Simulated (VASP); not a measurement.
# BN (Cmc2_1) in VASP: a series of runs

Runs on BN. Level: LDA. Tasks: single point.

Program: VASP 6.6.1. These are calculated values, not measurements. Logs are shortened: lines on timing, memory, paths and dates and some standing lists are left out, and cuts for length are marked.

**1. The cell of the first run**

It takes space group Cmc2_1 (No. 36, orthorhombic). Conventional cell: a = 2.717 Å, b = 4.094 Å, c = 4.120 Å, α = 90.00°, β = 90.00°, γ = 90.00°. Within 2.0 Å of B (site symmetry m) lie 4 N at 1.49 to 1.59 Å. N (site symmetry m) has 4 B at 1.49 to 1.59 Å within 2.0 Å.

**2. Single point, LDA**

Input file INCAR:

```
SYSTEM = BN
  PREC = Accurate
  ENCUT = 600
  EDIFF = 1E-6
  ISMEAR = 0
  SIGMA = 0.05
  LREAL = .False.
  LASPH = .True.
  NELM = 120
  ALGO = Normal
  ISIF = 2
  LWAVE = .False.
  LCHARG = .True.
  GGA = CA
  LELF = .True.
  LVHAR = .True.
  NBANDS = 16
  GGA_COMPAT = .False.
```

Input file KPOINTS:

```
regular mesh
0
Gamma
  12 12 6
  0 0 0
```

Input file POSCAR:

```
BN
1.0
    2.7167404752      0.0000000000      0.0000000000
   -1.3583702376      2.0468290754      0.0000000000
    0.0000000000      0.0000000000      4.1196846764
B N
2 2
Direct
    0.6668539268      0.3337078536      0.9995197021
    0.3331460732      0.6662921464      0.4995197021
    0.6751321930      0.3502643860      0.6254802979
    0.3248678070      0.6497356140      0.1254802979
```

Potentials or basis: VASP PAW LDA potentials, release 64 (B, N).

On the command line:

```sh
$ cat potpaw_LDA.64/B/POTCAR potpaw_LDA.64/N/POTCAR > POTCAR
$ mpirun -np 1 vasp_std > vasp.out
```

OUTCAR:

```text
SYSTEM = BN
   PREC = Accurate
   ENCUT = 600
   EDIFF = 1E-6
   ISMEAR = 0
   LREAL = .False.
   LASPH = .True.
   NELM = 120
   ISIF = 2
   GGA = CA

 ion  position               nearest neighbor table
   1  0.667  0.334  1.000-   4 1.49   3 1.54   4 1.59   4 1.59
   2  0.333  0.666  0.500-   3 1.49   4 1.54   3 1.59   3 1.59
   3  0.675  0.350  0.625-   2 1.49   1 1.54   2 1.59   2 1.59
   4  0.325  0.650  0.125-   1 1.49   2 1.54   1 1.59   1 1.59

  Warning from LATTYP: Monoclinic adjustment (A1->A3, A2->A1, A3->A2)!
  LATTYP: Found a base centered orthorhombic cell.
 ALAT       =     2.7167404752
 B/A-ratio  =     1.5068270923
 C/A-ratio  =     1.5164071482

  Lattice vectors:

 A1 = (   1.3583702376,  -2.0468290754,   0.0000000000)
 A2 = (   1.3583702376,   2.0468290754,   0.0000000000)
 A3 = (   0.0000000000,   0.0000000000,   4.1196846764)

Analysis of symmetry for initial positions (statically):
=====================================================================
 Subroutine PRICEL returns:
 Original cell was already a primitive cell.

 Routine SETGRP: Setting up the symmetry group for a
 base centered orthorhombic supercell.

 Subroutine GETGRP returns: Found  4 space group operations
 (whereof  2 operations were pure point group operations)
 out of a pool of  8 trial point group operations.

The static configuration has the point symmetry C_1h.
 The point group associated with its full space group is C_2v.

Analysis of symmetry for dynamics (positions and initial velocities):
=====================================================================
 Subroutine PRICEL returns:
 Original cell was already a primitive cell.

 Routine SETGRP: Setting up the symmetry group for a
 base centered orthorhombic supercell.

 Subroutine GETGRP returns: Found  4 space group operations
 (whereof  2 operations were pure point group operations)
 out of a pool of  8 trial point group operations.

The dynamic configuration has the point symmetry C_1h.
 The point group associated with its full space group is C_2v.

 Subroutine INISYM returns: Found  4 space group operations
 (whereof  2 operations are pure point group operations),
 and found     1 'primitive' translations

----------------------------------------------------------------------------------------

                                     Primitive cell

  volume of cell :      22.9083

  direct lattice vectors                    reciprocal lattice vectors
     2.716740475  0.000000000  0.000000000     0.368088159  0.244280290  0.000000000
    -1.358370238  2.046829075  0.000000000     0.000000000  0.488560580  0.000000000
     0.000000000  0.000000000  4.119684676     0.000000000  0.000000000  0.242737024

  length of vectors
     2.716740475  2.456558358  4.119684676     0.441771154  0.488560580  0.242737024

  position of ions in fractional coordinates (direct lattice)
     0.666853927  0.333707854  0.999519702
     0.333146073  0.666292146  0.499519702
     0.675132193  0.350264386  0.625480298
     0.324867807  0.649735614  0.125480298

  ion indices of the primitive-cell ions
   primitive index   ion index
                 1           1
                 2           2
                 3           3
                 4           4

----------------------------------------------------------------------------------------

 KPOINTS: regular mesh

Automatic generation of k-mesh.
 Grid dimensions read from file:
 generate k-points for:   12   12    6

 Generating k-lattice:

  Cartesian coordinates                     Fractional coordinates (reciprocal lattice)
     0.030674013  0.020356691  0.000000000     0.083333333 -0.000000000  0.000000000
     0.000000000  0.040713382  0.000000000     0.000000000  0.083333333  0.000000000
     0.000000000  0.000000000  0.040456171     0.000000000  0.000000000  0.166666667

  Length of vectors
     0.036814263  0.040713382  0.040456171

  Shift w.r.t. Gamma in fractional coordinates (k-lattice)
     0.000000000  0.000000000  0.000000000

 Subroutine IBZKPT returns following result:
 ===========================================

 Found    172 irreducible k-points:

 Following reciprocal coordinates:
            Coordinates               Weight
  0.000000  0.000000  0.000000      1.000000
  0.083333 -0.000000  0.000000      4.000000
  0.166667 -0.000000  0.000000      4.000000
  0.250000 -0.000000  0.000000      4.000000
  0.333333 -0.000000  0.000000      4.000000
  0.416667 -0.000000  0.000000      4.000000
[... 16 lines left out ...]
  0.333333  0.166667  0.000000      4.000000
  0.416667  0.166667  0.000000      4.000000
 [... further k-points ...]
   k-points           NKPTS =    172   k-points in BZ     NKDIM =    172   number of bands    NBANDS=     16
   number of dos      NEDOS =    301   number of ions     NIONS =      4
   total plane-waves  NPLWV =  17280
   dimension x,y,z NGX =    24 NGY =   20 NGZ =   36
   dimension x,y,z NGXF=    48 NGYF=   40 NGZF=   72
   ions per type =               2   2
   NGX,Y,Z   is equivalent  to a cutoff of  14.69, 13.53, 14.53 a.u.
   NGXF,Y,Z  is equivalent  to a cutoff of  29.37, 27.07, 29.05 a.u.
 SYSTEM =  BN
   PREC   = accura    normal or accurate (medium, high low for compatibility)
   ISTART =      0    job   : 0-new  1-cont  2-samecut
   ICHARG =      2    charge: 1-file 2-atom 10-const
   ISPIN  =      1    spin polarized calculation?
   LNONCOLLINEAR =      F non collinear calculations
   LSORBIT =      F    spin-orbit coupling
   LASPH  =      T    aspherical Exc in radial PAW
   ENCUT  =  600.0 eV  44.10 Ry    6.64 a.u.   5.43  4.91  8.23*2*pi/ulx,y,z
   NELM   =    120;   NELMIN=  2; NELMDL= -5     # of ELM steps
   EDIFF  = 0.1E-05   stopping-criterion for ELM
   LREAL  =      F    real-space projection
   EDIFFG = 0.1E-04   stopping-criterion for IOM
   NSW    =      0    number of steps for IOM
   IBRION =     -1    ionic relax: 0-MD 1-quasi-New 2-CG
   NFREE  =      0    steps in history (QN), initial steepest desc. (CG)
   ISIF   =      2    stress and relaxation
   ISYM   =      2    0-nonsym 1-usesym 2-fastsym
   POTIM  = 0.5000    time-step for ionic-motion
   TEBEG  =    0.0;   TEEND  =   0.0 temperature during run
   PSTRESS=    0.0 pullay stress
   NELECT =      16.0000    total number of electrons
   NUPDOWN=      -1.0000    fix difference up-down
   EMIN   =  10.00;   EMAX   =-10.00  energy-range for DOS
   EFERMI =   0.00;   METHOD = LEGACY
   ISMEAR =     0;   SIGMA  =   0.05  broadening in eV -4-tet -1-fermi 0-gaus
   EFERMI_NEDOS =   21; number of points for ismear=-14 and -15
   IALGO  =     38    algorithm
   IMIX   =      4    mixing-type and parameters
     AMIX     =   0.40;   BMIX     =  1.00
     AMIX_MAG =   1.60;   BMIX_MAG =  1.00
  volume/ion in A,a.u.               =       5.73        38.65
  Fermi-wavevector in a.u.,A,eV,Ry     =   1.452503  2.744832 28.705080  2.109764
  Thomas-Fermi vector in A             =   2.569877
   LORBIT       =      0    0 simple, 1 ext, 2 COOP (PROOUT), +10 PAW based schemes
   GGA     = CA    functional components
   LHFCALC =     F    Hartree Fock is set to
   AEXX    =    0.0000 exact exchange contribution
   IVDW    =     0    specifies the selected vdW correction
   LEPSILON=     F    determine dielectric tensor
   LRPA    =     F    only Hartree local field effects (RPA)
 non-spin polarized calculation
 Gauss-broadening in eV      SIGMA  =   0.05
  energy-cutoff  :      600.00
  volume of cell :       22.91
 maximum number of plane-waves:       792
 NGX is ok and might be reduce to    24

 number of electron      16.0000001 magnetization

 Free energy of the ion-electron system (eV)
  ---------------------------------------------------
  ext. energy  EPLUGINS =         0.00000000
  ---------------------------------------------------
  free energy    TOTEN  =       -38.20255006 eV

  energy without entropy =      -38.20255006  energy(sigma->0) =      -38.20255006

 E-fermi :   8.6993     XC(G=0): -13.2503

 val. band max:        8.3985441874   @ k =   0.0000   0.0000   0.0000
 cond. band min:      12.0936764768   @ k =   0.0000   0.5000   0.0000
 fundamental gap:      3.6951322894
 Fermi energy:         8.6993233930

 k-point     1 :       0.0000    0.0000    0.0000
  band No.  band energies     occupation
      1     -12.6589      2.00000
      2      -8.1550      2.00000
      3      -3.2455      2.00000
      4       5.0996      2.00000
      5       6.0344      2.00000
      6       7.6124      2.00000
[... 8 lines left out ...]
     15      22.1954      0.00000
     16      24.7110      0.00000

 k-point     2 :       0.0833   -0.0000    0.0000
  band No.  band energies     occupation
      1     -12.5153      2.00000
      2      -8.0480      2.00000
      3      -3.1046      2.00000
      4       4.5099      2.00000
      5       5.6696      2.00000
      6       7.1604      2.00000
[... 8 lines left out ...]
     15      22.2812      0.00000
     16      24.4344      0.00000

 k-point     3 :       0.1667   -0.0000    0.0000
  band No.  band energies     occupation
      1     -12.0889      2.00000
      2      -7.7444      2.00000
      3      -2.6871      2.00000
      4       2.8690      2.00000
      5       5.0785      2.00000
      6       5.8269      2.00000
[... 8 lines left out ...]
     15      22.7414      0.00000
     16      23.4540      0.00000

 k-point     4 :       0.2500   -0.0000    0.0000
  band No.  band energies     occupation
      1     -11.3952      2.00000
      2      -7.3125      2.00000
      3      -2.0124      2.00000
      4       0.9132      2.00000
      5       4.0435      2.00000
      6       4.5180      2.00000
[... 8 lines left out ...]
     15      22.8627      0.00000
     16      23.8035      0.00000

 k-point     5 :       0.3333   -0.0000    0.0000
  band No.  band energies     occupation
      1     -10.4727      2.00000
      2      -6.9347      2.00000
      3      -1.1715      2.00000
      4      -0.7256      2.00000
      5       2.2985      2.00000
      6       3.9854      2.00000
[... 8 lines left out ...]
     15      23.5851      0.00000
     16      23.9680      0.00000

 k-point     6 :       0.4167   -0.0000    0.0000
  band No.  band energies     occupation
      1      -9.4307      2.00000
      2      -6.9666      2.00000
      3      -1.7334      2.00000
      4      -0.1257      2.00000
      5       0.8625      2.00000
      6       3.4253      2.00000
[... 8 lines left out ...]
     15      23.7247      0.00000
     16      24.3969      0.00000
[... 267 lines left out ...]
 k-point    21 :       0.1667    0.1667    0.0000
  band No.  band energies     occupation
      1     -10.7211      2.00000
      2      -6.8450      2.00000
      3      -1.3840      2.00000
      4       0.6465      2.00000
      5       2.4914      2.00000
      6       4.1634      2.00000
[... 8 lines left out ...]
     15      23.2597      0.00000
     16      24.8069      0.00000

 k-point    22 :       0.2500    0.1667    0.0000
  band No.  band energies     occupation
      1      -9.7740      2.00000
      2      -6.5699      2.00000
      3      -0.7948      2.00000
      4      -0.4464      2.00000
      5       1.4032      2.00000
      6       3.0720      2.00000
[... 8 lines left out ...]
     15      23.4809      0.00000
     16      24.8460      0.00000

 k-point    23 :       0.3333    0.1667    0.0000
  band No.  band energies     occupation
      1      -8.7740      2.00000
      2      -6.7610      2.00000
      3      -1.4862      2.00000
      4       0.4913      2.00000
      5       0.6002      2.00000
      6       2.2279      2.00000
[... 8 lines left out ...]
     15      23.2117      0.00000
     16      24.9333      0.00000

 k-point    24 :       0.4167    0.1667    0.0000
  band No.  band energies     occupation
      1      -8.4141      2.00000
      2      -6.9899      2.00000
      3      -1.6146      2.00000
      4       0.5238      2.00000
      5       0.9290      2.00000
      6       1.7786      2.00000
[... 8 lines left out ...]
     15      23.4830      0.00000
     16      24.7670      0.00000

 [... further k-points ...]

------------------------ aborting loop because EDIFF is reached ----------------------------------------

  FORCE on cell =-STRESS in cart. coord.  units (eV):
  Direction    XX          YY          ZZ          XY          YZ          ZX
  --------------------------------------------------------------------------------------
  -------------------------------------------------------------------------------------
  Total       -7.2868952      7.6159981      1.9447628      0.0000000      0.0000000      0.0000000
  in kB     -509.6351815    532.6521742    136.0139681      0.0000000      0.0000000      0.0000000
  external PRESSURE =      53.0103203 kB  Pullay stress =       0.0000000 kB

 VOLUME and BASIS-vectors are now :
 -----------------------------------------------------------------------------
  energy-cutoff  :      600.00
  volume of cell :       22.91
      direct lattice vectors                 reciprocal lattice vectors
     2.716740475  0.000000000  0.000000000     0.368088159  0.244280290  0.000000000
    -1.358370238  2.046829075  0.000000000     0.000000000  0.488560580  0.000000000
     0.000000000  0.000000000  4.119684676     0.000000000  0.000000000  0.242737024

 POSITION                                       TOTAL-FORCE (eV/Angst)
 -----------------------------------------------------------------------------------
      1.35837      0.68304      4.11771        -0.000000      0.020629     -0.001729
      0.00000      1.36379      2.05786         0.000000     -0.020629     -0.001729
      1.35837      0.71693      2.57678        -0.000000      0.016131      0.001729
     -0.00000      1.32990      0.51694         0.000000     -0.016131      0.001729
 -----------------------------------------------------------------------------------
    total drift:                               -0.000000      0.000000     -0.000095

  FREE ENERGIE OF THE ION-ELECTRON SYSTEM (eV)
  ---------------------------------------------------
  free  energy   TOTEN  =       -38.2025500601 eV

  energy  without entropy=      -38.2025500601  energy(sigma->0) =      -38.20255006
```

It took 87 s on 1 thread of Intel Xeon 8259CL, shared host; peak memory 0.18 GiB.

What came out:

```yaml
Free_energy: -38.2026 eV
Pressure: 5.3 GPa
Largest_force: 0.021 eV/Å
Band_gap_on_the_k_mesh: 3.70 eV (least direct gap 6.72 eV)
```

Forces in eV/Å, atoms in the order of the input:
```
B    0.000  0.021 -0.002
B    0.000 -0.021 -0.002
N    0.000  0.016  0.002
N    0.000 -0.016  0.002
```

Caveat: the cell differs from its parent crystal (strain +e along x and -e along y +0.0700, strain +e along z and -e/2 along x and y -0.0133); the cell stands under pressure. A k mesh can miss the band edges.

**3. Single point, LDA**

This run uses another cell than the first one, of the same volume but with other edges.

Input file INCAR:

```
SYSTEM = BN
PREC     = Accurate       ! precision mode
ENCUT    = 600            ! plane-wave cutoff, eV
EDIFF    = 1E-6           ! SCF threshold, eV
ISMEAR   = 0              ! smearing method
SIGMA    = 0.05           ! smearing width, eV
LREAL    = .False.        ! projectors in reciprocal space
LASPH    = .True.         ! aspherical terms in the spheres
NELM     = 120            ! most SCF steps
ALGO     = Normal         ! electronic algorithm
ISIF     = 2              ! what is computed and relaxed
LWAVE    = .False.        ! write WAVECAR
LCHARG   = .False.        ! write CHGCAR
NBANDS   = 16             ! bands
GGA_COMPAT= .False.
```

Input file KPOINTS:

```
Automatic mesh
0
Gamma
  12 12 6
  0 0 0
```

Input file POSCAR:

```
BN
1.0
    2.3971610565      0.0000000000      0.0000000000
   -1.1985805283      2.3819395635      0.0000000000
    0.0000000000      0.0000000000      4.0082064349
B N
2 2
Direct
    0.6694193356      0.3388386713      1.0004670849
    0.3305806644      0.6611613287      0.5004670849
    0.6626888962      0.3253777924      0.6245329151
    0.3373111038      0.6746222076      0.1245329151
```

Potentials or basis: VASP PAW LDA potentials, release 64 (B, N).

On the command line:

```sh
$ cat potpaw_LDA.64/B/POTCAR potpaw_LDA.64/N/POTCAR > POTCAR
$ mpirun -np 1 vasp_std > vasp.out
```

It took 89 s on 1 thread of Intel Xeon 8259CL, shared host; peak memory 0.18 GiB.

The run converged. Its results:

| Item | Value |
| --- | --- |
| Free energy | -38.0275 eV |
| Pressure | 9.1 GPa |
| Largest force | 0.021 eV/Å |
| Band gap on the k mesh | 4.43 eV (least direct gap 4.61 eV) |

Forces on the atoms (eV/Å):
```
B    0.000 -0.020  0.008
B    0.000  0.020  0.008
N    0.000 -0.017 -0.008
N    0.000  0.017 -0.008
```

Stress tensor (GPa, compression positive):
```
 48.96   0.00   0.00
  0.00 -66.59   0.00
  0.00   0.00  44.81
```

Levels at points of the mesh, in eV from the valence-band top:
| k point | band 4 | band 5 | band 6 | band 7 | band 8 | band 9 | band 10 | band 11 | band 12 | band 13 |
| --- | --- | --- | --- | --- | --- | --- | --- | --- | --- | --- |
| (0.00, 0.00, 0.00) | -4.05 | -2.52 | -1.17 | -0.76 | 0.00 | 4.61 | 7.94 | 8.52 | 9.87 | 10.04 |
| (0.50, 0.00, 0.00) | -8.12 | -7.26 | -6.79 | -5.14 | -3.00 | 4.43 | 7.24 | 8.87 | 9.98 | 14.59 |
| (0.00, 0.50, 0.00) | -8.53 | -7.94 | -5.43 | -4.52 | -1.25 | 8.20 | 8.32 | 10.99 | 12.65 | 13.98 |
| (0.00, 0.00, 0.50) | -5.95 | -2.73 | -2.73 | -1.41 | -1.41 | 5.97 | 5.97 | 10.17 | 10.17 | 10.28 |
| (0.50, 0.00, 0.50) | -10.71 | -5.32 | -5.32 | -3.72 | -3.72 | 5.26 | 5.26 | 10.06 | 10.06 | 13.11 |
| (0.00, 0.50, 0.50) | -11.13 | -4.18 | -4.18 | -3.15 | -3.15 | 7.20 | 7.20 | 10.67 | 10.67 | 14.40 |

Caveat: the cell differs from its parent crystal (strain +e along x and -e along y -0.0700, strain +e along z and -e/2 along x and y -0.0400); the cell stands under pressure.
